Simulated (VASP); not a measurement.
# Ge (Pm-3m) in VASP: notebook

Runs on Ge. Level: PBEsol. Tasks: single point.

All numbers are computed with VASP 6.6.1; they aren't measurements. Logs are shortened: lines on timing, memory, paths and dates and some standing lists are left out, and cuts for length are marked.

## 1. The cell of the first run

Symmetry: Pm-3m, No. 221, cubic system. Conventional cell: a = 2.344 Å, b = 2.344 Å, c = 2.344 Å, α = 90.00°, β = 90.00°, γ = 90.00°. Within 3.1 Å of Ge (site symmetry m-3m) lie 6 Ge at 2.34 Å.

## 2. Single point, PBEsol (volume scaled by 0.68)

The input, INCAR:

```
PREC     = Accurate       # precision mode
ENCUT    = 520            # plane-wave cutoff, eV
EDIFF    = 1E-7           # SCF threshold, eV
ISMEAR   = -1             # smearing method
SIGMA    = 0.1            # smearing width, eV
LREAL    = F              # projectors in reciprocal space
LASPH    = T              # aspherical terms in the spheres
NELM     = 100            # most SCF steps
ALGO     = Normal         # electronic algorithm
ISIF     = 2              # what is computed and relaxed
LWAVE    = F              # write WAVECAR
LCHARG   = F              # write CHGCAR
GGA      = PS             # functional
NBANDS   = 13             # bands
```

The input, KPOINTS:

```
Automatic mesh
0
Gamma
  15 15 15
```

The input, POSCAR:

```
Ge
1.0
    2.3443948592      0.0000000000      0.0000000000
    0.0000000000      2.3443948592      0.0000000000
    0.0000000000      0.0000000000      2.3443948592
Ge
1
Direct
    0.0000000000      0.0000000000      0.0000000000
```

Potentials or basis: VASP PAW PBE potentials, release 64 (Ge_d).

Command:

```
$ cat potpaw_PBE.64/Ge_d/POTCAR > POTCAR
$ mpirun -np 1 vasp_std > vasp.out
```

OUTCAR:

```text
PREC = Accurate
   ENCUT = 520
   EDIFF = 1E-7
   ISMEAR = -1
   LREAL = F
   LASPH = T
   NELM = 100
   ISIF = 2
   GGA = PS

 ion  position               nearest neighbor table
   1  0.000  0.000  0.000-

  LATTYP: Found a simple cubic cell.
 ALAT       =     2.3443948592

  Lattice vectors:

 A1 = (   2.3443948592,   0.0000000000,   0.0000000000)
 A2 = (   0.0000000000,   2.3443948592,   0.0000000000)
 A3 = (   0.0000000000,   0.0000000000,   2.3443948592)

Analysis of symmetry for initial positions (statically):
=====================================================================
 Subroutine PRICEL returns:
 Original cell was already a primitive cell.

 Routine SETGRP: Setting up the symmetry group for a
 simple cubic supercell.

 Subroutine GETGRP returns: Found 48 space group operations
 (whereof 48 operations were pure point group operations)
 out of a pool of 48 trial point group operations.

The static configuration has the point symmetry O_h .

Analysis of symmetry for dynamics (positions and initial velocities):
=====================================================================
 Subroutine PRICEL returns:
 Original cell was already a primitive cell.

 Routine SETGRP: Setting up the symmetry group for a
 simple cubic supercell.

 Subroutine GETGRP returns: Found 48 space group operations
 (whereof 48 operations were pure point group operations)
 out of a pool of 48 trial point group operations.

The dynamic configuration has the point symmetry O_h .

 Subroutine INISYM returns: Found 48 space group operations
 (whereof 48 operations are pure point group operations),
 and found     1 'primitive' translations

----------------------------------------------------------------------------------------

                                     Primitive cell

  volume of cell :      12.8852

  direct lattice vectors                    reciprocal lattice vectors
     2.344394859  0.000000000  0.000000000     0.426549306  0.000000000  0.000000000
     0.000000000  2.344394859  0.000000000     0.000000000  0.426549306  0.000000000
     0.000000000  0.000000000  2.344394859     0.000000000  0.000000000  0.426549306

  length of vectors
     2.344394859  2.344394859  2.344394859     0.426549306  0.426549306  0.426549306

  position of ions in fractional coordinates (direct lattice)
     0.000000000  0.000000000  0.000000000

  ion indices of the primitive-cell ions
   primitive index   ion index
                 1           1

----------------------------------------------------------------------------------------

 KPOINTS: Automatic mesh

Automatic generation of k-mesh.
 Grid dimensions read from file:
 generate k-points for:   15   15   15

 Generating k-lattice:

  Cartesian coordinates                     Fractional coordinates (reciprocal lattice)
     0.028436620  0.000000000  0.000000000     0.066666667  0.000000000  0.000000000
     0.000000000  0.028436620  0.000000000     0.000000000  0.066666667  0.000000000
     0.000000000  0.000000000  0.028436620     0.000000000  0.000000000  0.066666667

  Length of vectors
     0.028436620  0.028436620  0.028436620

  Shift w.r.t. Gamma in fractional coordinates (k-lattice)
     0.000000000  0.000000000  0.000000000

 Subroutine IBZKPT returns following result:
 ===========================================

 Found    120 irreducible k-points:

 Following reciprocal coordinates:
            Coordinates               Weight
  0.000000  0.000000  0.000000      1.000000
  0.066667  0.000000  0.000000      6.000000
  0.133333  0.000000  0.000000      6.000000
  0.200000  0.000000  0.000000      6.000000
  0.266667  0.000000  0.000000      6.000000
  0.333333  0.000000  0.000000      6.000000
[... 16 lines left out ...]
  0.266667  0.200000  0.000000     24.000000
  0.333333  0.200000  0.000000     24.000000
 [... further k-points ...]
   k-points           NKPTS =    120   k-points in BZ     NKDIM =    120   number of bands    NBANDS=     13
   number of dos      NEDOS =    301   number of ions     NIONS =      1
   total plane-waves  NPLWV =   5832
   dimension x,y,z NGX =    18 NGY =   18 NGZ =   18
   dimension x,y,z NGXF=    36 NGYF=   36 NGZF=   36
   ions per type =               1
   NGX,Y,Z   is equivalent  to a cutoff of  12.76, 12.76, 12.76 a.u.
   NGXF,Y,Z  is equivalent  to a cutoff of  25.53, 25.53, 25.53 a.u.
 SYSTEM =  unknown system
   PREC   = accura    normal or accurate (medium, high low for compatibility)
   ISTART =      0    job   : 0-new  1-cont  2-samecut
   ICHARG =      2    charge: 1-file 2-atom 10-const
   ISPIN  =      1    spin polarized calculation?
   LNONCOLLINEAR =      F non collinear calculations
   LSORBIT =      F    spin-orbit coupling
   LASPH  =      T    aspherical Exc in radial PAW
   ENCUT  =  520.0 eV  38.22 Ry    6.18 a.u.   4.36  4.36  4.36*2*pi/ulx,y,z
   NELM   =    100;   NELMIN=  2; NELMDL= -5     # of ELM steps
   EDIFF  = 0.1E-06   stopping-criterion for ELM
   LREAL  =      F    real-space projection
   EDIFFG = 0.1E-05   stopping-criterion for IOM
   NSW    =      0    number of steps for IOM
   IBRION =     -1    ionic relax: 0-MD 1-quasi-New 2-CG
   NFREE  =      0    steps in history (QN), initial steepest desc. (CG)
   ISIF   =      2    stress and relaxation
   ISYM   =      2    0-nonsym 1-usesym 2-fastsym
   POTIM  = 0.5000    time-step for ionic-motion
   TEBEG  =    0.0;   TEEND  =   0.0 temperature during run
   PSTRESS=    0.0 pullay stress
   NELECT =      14.0000    total number of electrons
   NUPDOWN=      -1.0000    fix difference up-down
   EMIN   =  10.00;   EMAX   =-10.00  energy-range for DOS
   EFERMI =   0.00;   METHOD = LEGACY
   ISMEAR =    -1;   SIGMA  =   0.10  broadening in eV -4-tet -1-fermi 0-gaus
   EFERMI_NEDOS =   21; number of points for ismear=-14 and -15
   IALGO  =     38    algorithm
   IMIX   =      4    mixing-type and parameters
     AMIX     =   0.40;   BMIX     =  1.00
     AMIX_MAG =   1.60;   BMIX_MAG =  1.00
  volume/ion in A,a.u.               =      12.89        86.95
  Fermi-wavevector in a.u.,A,eV,Ry     =   1.683010  3.180428 38.538820  2.832523
  Thomas-Fermi vector in A             =   2.766287
   LORBIT       =      0    0 simple, 1 ext, 2 COOP (PROOUT), +10 PAW based schemes
   GGA     = PS    functional components
   LHFCALC =     F    Hartree Fock is set to
   AEXX    =    0.0000 exact exchange contribution
   IVDW    =     0    specifies the selected vdW correction
   LEPSILON=     F    determine dielectric tensor
   LRPA    =     F    only Hartree local field effects (RPA)
 non-spin polarized calculation
  energy-cutoff  :      520.00
  volume of cell :       12.89
 maximum number of plane-waves:       365
 NGX is ok and might be reduce to    18
   NGX =  9   NGY =  9   NGZ =  9

 number of electron      14.0000026 magnetization

 Free energy of the ion-electron system (eV)
  ---------------------------------------------------
  ext. energy  EPLUGINS =         0.00000000
  ---------------------------------------------------
  free energy    TOTEN  =        -3.77289149 eV

  energy without entropy =       -3.76549872  energy(sigma->0) =       -3.76919510

 E-fermi :  11.4342     XC(G=0): -13.4051

 val. band max:       11.4226148184   @ k =   0.3333   0.3333   0.0667
 cond. band min:      11.5645763168   @ k =   0.2667   0.2000   0.2000
 fundamental gap:      0.1419614983
 Fermi energy:        11.4341909850

 k-point     1 :       0.0000    0.0000    0.0000
  band No.  band energies     occupation
      1     -14.1183      2.00000
      2     -14.1183      2.00000
      3     -13.3191      2.00000
      4     -13.3191      2.00000
      5     -13.3191      2.00000
      6      -5.7209      2.00000
      7      20.4701      0.00000
      8      20.4701      0.00000
      9      20.4701      0.00000
     10      23.3554      0.00000
     11      23.3554      0.00000
     12      28.8011      0.00000
     13      45.9797      0.00000

 k-point     2 :       0.0667    0.0000    0.0000
  band No.  band energies     occupation
      1     -14.1158      2.00000
      2     -14.0942      2.00000
      3     -13.3286      2.00000
      4     -13.3286      2.00000
      5     -13.3183      2.00000
      6      -5.5981      2.00000
      7      18.4144      0.00000
      8      20.6022      0.00000
      9      20.6022      0.00000
     10      23.4543      0.00000
     11      25.0399      0.00000
     12      29.4427      0.00000
     13      44.2260      0.00000

 k-point     3 :       0.1333    0.0000    0.0000
  band No.  band energies     occupation
      1     -14.1086      2.00000
      2     -14.0266      2.00000
      3     -13.3554      2.00000
      4     -13.3554      2.00000
      5     -13.3160      2.00000
      6      -5.2282      2.00000
      7      15.4173      0.00000
      8      20.9943      0.00000
      9      20.9943      0.00000
     10      23.7516      0.00000
     11      26.5733      0.00000
     12      31.7061      0.00000
     13      41.4730      0.00000
[... 305 lines left out ...]
 k-point    23 :       0.2667    0.2000    0.0000
  band No.  band energies     occupation
      1     -13.9743      2.00000
      2     -13.6987      2.00000
      3     -13.5475      2.00000
      4     -13.4311      2.00000
      5     -13.3818      2.00000
      6      -2.6313      2.00000
      7      10.5906      1.99957
      8      14.6860      0.00000
      9      23.6691      0.00000
     10      26.6408      0.00000
     11      28.5006      0.00000
     12      36.0968      0.00000
     13      38.1334      0.00000

 k-point    24 :       0.3333    0.2000    0.0000
  band No.  band energies     occupation
      1     -13.9564      2.00000
      2     -13.6012      2.00000
      3     -13.5920      2.00000
      4     -13.4728      2.00000
      5     -13.3775      2.00000
      6      -1.5171      2.00000
      7       8.1098      2.00000
      8      15.6244      0.00000
      9      24.7124      0.00000
     10      25.0030      0.00000
     11      28.6842      0.00000
     12      35.5559      0.00000
     13      35.7824      0.00000

 [... further k-points ...]
[... 5 lines left out ...]
  --------------------------------------------------------------------------------------
  -------------------------------------------------------------------------------------
  Total        5.9676497      5.9676497      5.9676497      0.0000000      0.0000000      0.0000000
  in kB      742.0302704    742.0302704    742.0302704      0.0000000      0.0000000      0.0000000
  external PRESSURE =     742.0302704 kB  Pullay stress =       0.0000000 kB

 VOLUME and BASIS-vectors are now :
 -----------------------------------------------------------------------------
  energy-cutoff  :      520.00
  volume of cell :       12.89
      direct lattice vectors                 reciprocal lattice vectors
     2.344394859  0.000000000  0.000000000     0.426549306  0.000000000  0.000000000
     0.000000000  2.344394859  0.000000000     0.000000000  0.426549306  0.000000000
     0.000000000  0.000000000  2.344394859     0.000000000  0.000000000  0.426549306

 POSITION                                       TOTAL-FORCE (eV/Angst)
 -----------------------------------------------------------------------------------
      0.00000      0.00000      0.00000         0.000000      0.000000      0.000000
 -----------------------------------------------------------------------------------
    total drift:                               -0.000000      0.000000      0.000000

  FREE ENERGIE OF THE ION-ELECTRON SYSTEM (eV)
  ---------------------------------------------------
  free  energy   TOTEN  =        -3.7728914869 eV

  energy  without entropy=       -3.7654987164  energy(sigma->0) =       -3.76919510
```

Wall time 13 s (1 thread of Intel Xeon Platinum 8259CL at 2.50GHz (Skylake/Cascade Lake), shared host); peak memory 0.13 GiB.

Results:

* Free energy: -3.7729 eV
* Pressure: 74.2 GPa
* Band gap on the k mesh: zero (band 7 reaches 20.47 eV, above the bottom of band 8 at 8.50 eV)

Caveat: the PAW data sets were made with another functional, which shifts forces and pressure a little.

## 3. Single point, PBEsol (volume scaled by 0.68)

The input, INCAR:

```
SYSTEM = Ge
PREC = Accurate
ENCUT = 520
EDIFF = 1E-7
ISMEAR = -1
SIGMA = 0.1
LREAL = .FALSE.
LASPH = .TRUE.
NELM = 80
ALGO = Normal
ISIF = 2
LWAVE = .FALSE.
LCHARG = .FALSE.
GGA = PS
NBANDS = 13
```

The input, KPOINTS:

```
regular mesh
0
G
  15 15 15
  0 0 0
```

POSCAR is that of step 2.

Potentials or basis: VASP PAW PBE potentials, release 64 (Ge_d).

Command:

```
$ cat potpaw_PBE.64/Ge_d/POTCAR > POTCAR
$ mpirun -np 1 vasp_std > vasp.out
```

OUTCAR:

```text
SYSTEM = Ge
   PREC = Accurate
   ENCUT = 520
   EDIFF = 1E-7
   ISMEAR = -1
   LREAL = .FALSE.
   LASPH = .TRUE.
   NELM = 80
   ISIF = 2
   GGA = PS

 ion  position               nearest neighbor table
   1  0.000  0.000  0.000-

  LATTYP: Found a simple cubic cell.
 ALAT       =     2.3443948592

  Lattice vectors:

 A1 = (   2.3443948592,   0.0000000000,   0.0000000000)
 A2 = (   0.0000000000,   2.3443948592,   0.0000000000)
 A3 = (   0.0000000000,   0.0000000000,   2.3443948592)

Analysis of symmetry for initial positions (statically):
=====================================================================
 Subroutine PRICEL returns:
 Original cell was already a primitive cell.

 Routine SETGRP: Setting up the symmetry group for a
 simple cubic supercell.

 Subroutine GETGRP returns: Found 48 space group operations
 (whereof 48 operations were pure point group operations)
 out of a pool of 48 trial point group operations.

The static configuration has the point symmetry O_h .

Analysis of symmetry for dynamics (positions and initial velocities):
=====================================================================
 Subroutine PRICEL returns:
[... 160 lines left out ...]
 Fermi energy:        11.4341909850

 k-point     1 :       0.0000    0.0000    0.0000
  band No.  band energies     occupation
      1     -14.1183      2.00000
      2     -14.1183      2.00000
      3     -13.3191      2.00000
      4     -13.3191      2.00000
      5     -13.3191      2.00000
      6      -5.7209      2.00000
      7      20.4701      0.00000
      8      20.4701      0.00000
      9      20.4701      0.00000
     10      23.3554      0.00000
     11      23.3554      0.00000
     12      28.8011      0.00000
     13      45.9797      0.00000
[... 354 lines left out ...]
  band No.  band energies     occupation
      1     -13.9564      2.00000
      2     -13.6012      2.00000
      3     -13.5920      2.00000
      4     -13.4728      2.00000
      5     -13.3775      2.00000
      6      -1.5171      2.00000
      7       8.1098      2.00000
      8      15.6244      0.00000
      9      24.7124      0.00000
     10      25.0030      0.00000
     11      28.6842      0.00000
     12      35.5559      0.00000
     13      35.7824      0.00000

 [... further k-points ...]
[... 5 lines left out ...]
  --------------------------------------------------------------------------------------
  -------------------------------------------------------------------------------------
  Total        5.9676497      5.9676497      5.9676497      0.0000000      0.0000000      0.0000000
  in kB      742.0302704    742.0302704    742.0302704      0.0000000      0.0000000      0.0000000
  external PRESSURE =     742.0302704 kB  Pullay stress =       0.0000000 kB

 VOLUME and BASIS-vectors are now :
 -----------------------------------------------------------------------------
  energy-cutoff  :      520.00
  volume of cell :       12.89
      direct lattice vectors                 reciprocal lattice vectors
     2.344394859  0.000000000  0.000000000     0.426549306  0.000000000  0.000000000
     0.000000000  2.344394859  0.000000000     0.000000000  0.426549306  0.000000000
     0.000000000  0.000000000  2.344394859     0.000000000  0.000000000  0.426549306

 POSITION                                       TOTAL-FORCE (eV/Angst)
 -----------------------------------------------------------------------------------
      0.00000      0.00000      0.00000         0.000000      0.000000      0.000000
 -----------------------------------------------------------------------------------
    total drift:                               -0.000000      0.000000      0.000000

  FREE ENERGIE OF THE ION-ELECTRON SYSTEM (eV)
  ---------------------------------------------------
  free  energy   TOTEN  =        -3.7728914869 eV

  energy  without entropy=       -3.7654987164  energy(sigma->0) =       -3.76919510
```

OSZICAR:

```text
N       E                     dE             d eps       ncg     rms          rms(c)
DAV:   1     0.553691142807E+02    0.55369E+02   -0.66198E+03  3616   0.329E+03
DAV:   2    -0.388760900553E+00   -0.55758E+02   -0.53076E+02  3270   0.382E+02
DAV:   3    -0.382539115785E+01   -0.34366E+01   -0.34221E+01  3580   0.602E+01
DAV:   4    -0.385545843447E+01   -0.30067E-01   -0.30063E-01  3540   0.576E+00
DAV:   5    -0.385564721088E+01   -0.18878E-03   -0.18878E-03  3525   0.483E-01    0.306E+00
DAV:   6    -0.380173440919E+01    0.53913E-01   -0.13592E-02  3934   0.285E+00    0.169E+00
DAV:   7    -0.377324039776E+01    0.28494E-01   -0.13933E-02  3690   0.196E+00    0.123E-01
DAV:   8    -0.377289353573E+01    0.34686E-03   -0.10718E-03  3820   0.891E-01    0.641E-02
DAV:   9    -0.377289234931E+01    0.11864E-05   -0.29052E-05  4546   0.124E-01    0.131E-02
DAV:  10    -0.377289161813E+01    0.73118E-06   -0.60167E-07  3535   0.820E-03    0.668E-04
DAV:  11    -0.377289150196E+01    0.11617E-06   -0.27162E-08  2405   0.401E-03    0.206E-04
DAV:  12    -0.377289148695E+01    0.15012E-07   -0.18259E-09  1875   0.520E-04
   1 F= -.37728915E+01 E0= -.37691951E+01  d E =-.739277E-02
```

Run time: 13 s. Hardware: 1 thread of Intel Xeon Platinum 8259CL at 2.50GHz (Skylake/Cascade Lake), shared host; peak memory 0.13 GiB.

Results:

- Free energy: -3.7729 eV
- Pressure: 74.2 GPa
- Band gap on the k mesh: zero (band 7 reaches 20.47 eV, above the bottom of band 8 at 8.50 eV)

Caveat: the PAW data sets were made with another functional, which shifts forces and pressure a little.

(Part 1 of 2 ends here.)
